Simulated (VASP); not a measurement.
Write the native input for VASP 6.6.1 that does the following.

```yaml
Task: relaxation of cell and atoms
Functional: PBE
Potentials_or_basis: VASP PAW PBE potentials, release 64 (Na_pv, W_sv, Se)
Cutoff: 600 eV
k_mesh: 4 × 4 × 4
Occupations: gaussian, width 0.1 eV
Spin: collinear spin, zero start
Starting_moments: "[0.0, 0.0, 0.0, 0.0, 0.0] μB"
Dipole_correction: no
Further_INCAR_settings: ALGO = Normal; EDIFF = 1e-06; IBRION = 2; EDIFFG = -0.04; NSW = 90; ISIF = 3
```

The structure of NaWSe3 lies in POSCAR:

```
NaWSe3
1.0
    2.8002823900     -3.5636141500      0.0000000000
    2.8002823900      3.5636141500      0.0000000000
    0.0000000000      0.0000000000      5.9118093400
Na W Se
1 1 3
Direct
    0.5000000000      0.5000000000      0.5000000000
    0.0000000000      0.0000000000      0.0000000000
    0.6592951400      0.3407048600      0.0000000000
    0.3407048600      0.6592951400      0.0000000000
    0.0000000000      0.0000000000      0.5000000000
```

The cell was built from a structure type or drawn by symmetry, and may not be a known phase.

One way to write it, as run:

INCAR

```
ALGO     = Normal         # electronic algorithm
EDIFF    = 1E-6           # SCF threshold, eV
EDIFFG   = -0.04          # ionic threshold
ENCUT    = 600            # plane-wave cutoff, eV
GGA      = PE             # functional
IBRION   = 2              # ionic algorithm
ISIF     = 3              # what is computed and relaxed
ISMEAR   = 0              # smearing method
ISPIN    = 2              # spin polarisation
LASPH    = T              # aspherical terms in the spheres
LCHARG   = F              # write CHGCAR
LMAXMIX  = 4              # l up to which the mixer works
LORBIT   = 11             # projections on sites
LREAL    = F              # projectors in reciprocal space
LWAVE    = F              # write WAVECAR
MAGMOM   = 0 0 0 0 0      # initial moments
NELM     = 150            # most SCF steps
NSW      = 90             # ionic steps
PREC     = Accurate       # precision mode
SIGMA    = 0.1            # smearing width, eV
```

KPOINTS

```
k-points
0
Gamma
  4 4 4
```

Potentials or basis: VASP PAW PBE potentials, release 64 (Na_pv, W_sv, Se).

The run is started by

```console
$ cat potpaw_PBE.64/Na_pv/POTCAR potpaw_PBE.64/W_sv/POTCAR potpaw_PBE.64/Se/POTCAR > POTCAR
$ mpirun -np 1 vasp_std > vasp.out
```

It gave:

| Quantity | Value |
| --- | --- |
| Relaxed volume | 21.51 Å³/atom |
| Relaxed cell | a = 4.912 Å, b = 4.912 Å, c = 4.919 Å, α = 90.00°, β = 90.00°, γ = 115.00° |
| Space group after relaxing (to 0.1 Å) | Cmmm (No. 65) |
| Energy gained by relaxing | 528.7 meV/atom |
| Ionic steps | 11 |
| Pressure after relaxing | 0.1 GPa |
| Largest force after relaxing | 0.023 eV/Å |
| Net moment | 0.00 μB per cell |
| Valence electrons inside the program's atomic spheres | Na 6.08; W 11.69; Se 3.80, 3.94 (each value once) |

Caveat: a cell axis changed by over 15 % at a fixed basis, so the end point is rough.

Wall time 26 min on 1 thread of Intel Xeon 8259CL, with other jobs on the host, peak memory 0.38 GiB.
